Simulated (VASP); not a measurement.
Input of a VASP 6.6.1 run:

Contents of INCAR:

```
SYSTEM = TiB2
PREC = Accurate ; ENCUT = 520
EDIFF = 1E-8 ; ISMEAR = -1
SIGMA = 0.08 ; LREAL = .False.
LASPH = .True. ; NELM = 80
ALGO = Normal ; ISIF = 2
LWAVE = .False. ; LCHARG = .False.
GGA = PS ; LEFG = .True.
NBANDS = 16
```

The input KPOINTS:

```
regular mesh
0
Gamma
  15 15 13
  0 0 0
```

The input POSCAR:

```
TiB2
1.0
    3.0291982016      0.0000000000      0.0000000000
   -1.5145991008      2.6233625957      0.0000000000
    0.0000000000      0.0000000000      3.1315480000
Ti B
1 2
Direct
    0.0000000000      0.0000000000      0.0000000000
    0.3333333333      0.6666666667      0.5000000000
    0.6666666667      0.3333333333      0.5000000000
```

Potentials or basis: VASP PAW PBE potentials, release 64 (Ti_sv, B).

Launch:

```console
$ cat potpaw_PBE.64/Ti_sv/POTCAR potpaw_PBE.64/B/POTCAR > POTCAR
$ mpirun -np 1 vasp_std > vasp.out
```

Q: What does it give for the band gap on the k mesh?

A: Zero (band 9 reaches 10.72 eV, above the bottom of band 10 at 9.88 eV).

Q: Predict the pressure.

A: 2.2 GPa.

Electric field gradients, principal values (V/Å²):
```tsv
atom	least	middle	greatest (by size)
1 Ti	-7.055	-7.058	14.113
2 B	-1.696	-1.696	3.392
3 B	-1.696	-1.696	3.392
```

Caveat: the cell differs from its parent crystal (zz strain of -3 %); without QUAD_EFG the Cq values of the log hold for a quadrupole moment of 1 mb, not for the nuclei; the PAW data sets were made with another functional, which shifts forces and pressure a little.
